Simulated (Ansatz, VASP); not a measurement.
Ta: VASP beside Ansatz

```
Ta
1.0
    -1.79386    1.79386    1.39921
     1.79386   -1.79386    1.39921
     1.79386    1.79386   -1.39921
Ta
1
Direct
  0.00000 0.00000 0.00000
```

Alike in both runs: task single point; functional PBEsol; k mesh 22 × 22 × 22; occupations gaussian, width 0.15 eV; no spin polarisation.

|  | VASP | Ansatz |
| --- | --- | --- |
| version | VASP 6.6.1 | Ansatz 0.2.0 |
| potentials or method | VASP PAW PBE potentials, release 64 (Ta_pv), cutoff 520 eV | scalar-relativistic, plane waves, PAW |
| valence electrons in the cell | 11 | 13 |

```tsv
	VASP	Ansatz	Ansatz less VASP
gap on the k mesh at the Fermi level (eV)	none	none	-
pressure (GPa)	1.5	1.3	-0.18
traceless stress, the component that is largest in VASP (GPa)	18.01	18.00	-0.004
```

VASP's potentials were made for PBE, not for PBEsol. A gap of «none» marks a metal or a gap that the smearing closes. With one functional, cell and mesh, what is left measures potentials, basis and numerics. VASP's potentials hold 11 valence electrons a cell and Ansatz's 13, so a difference there can come from the potentials and not from the codes.

Spin-orbit coupling is off throughout.
